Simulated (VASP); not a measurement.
Input of a VASP 6.6.1 run:

INCAR

```
SYSTEM = SnO2
PREC = Accurate ; ENCUT = 520
EDIFF = 1E-6 ; ISMEAR = 0
SIGMA = 0.05 ; LREAL = .False.
LASPH = .True. ; NELM = 80
ALGO = Normal ; ISIF = 2
LWAVE = .False. ; LCHARG = .True.
GGA = PE ; IVDW = 12
LELF = .True. ; LVHAR = .True.
NBANDS = 49
```

KPOINTS

```
Automatic mesh
0
Gamma
  9 9 2
  0 0 0
```

The input POSCAR:

```
SnO2
1.0
   -3.2372529198      0.0000000000      0.0000000000
   -1.6186264599     -2.8035432670      0.0000000000
   -0.4855879380     -0.2803543268     12.8754773976
Sn O
3 6
Direct
    0.6166683333      0.6166683333      0.4999833333
    0.9833350000     -0.0166650000      0.1666500000
    0.2500016667      0.2500016667      0.8333166667
    0.6423083315      0.6423083315      0.2435833518
    0.9089749982     -0.0910250019      0.9102500185
    0.2756416648      0.2756416648      0.5769166852
    0.5910283352      0.5910283352      0.7563833148
    0.9576950018     -0.0423049982      0.4230499815
    0.3243616685      0.3243616685      0.0897166482
```

Potentials or basis: VASP PAW PBE potentials, release 64 (Sn_d, O).

The run is started by

```console
$ cat potpaw_PBE.64/Sn_d/POTCAR potpaw_PBE.64/O/POTCAR > POTCAR
$ mpirun -np 1 vasp_std > vasp.out
```

(1) What does it give for the largest force?

(2) What does it give for the dispersion energy per atom?

(3) Predict the pressure.

(4) Estimate the band gap on the k mesh.

Answers

(1) 0.078 eV/Å.

(2) -0.201 eV.

(3) 0.8 GPa.

(4) 1.53 eV, indirect (the least direct gap lies 2.3 meV higher).

Caveat: spin-orbit coupling is left out, which moves the levels of the heavy elements.
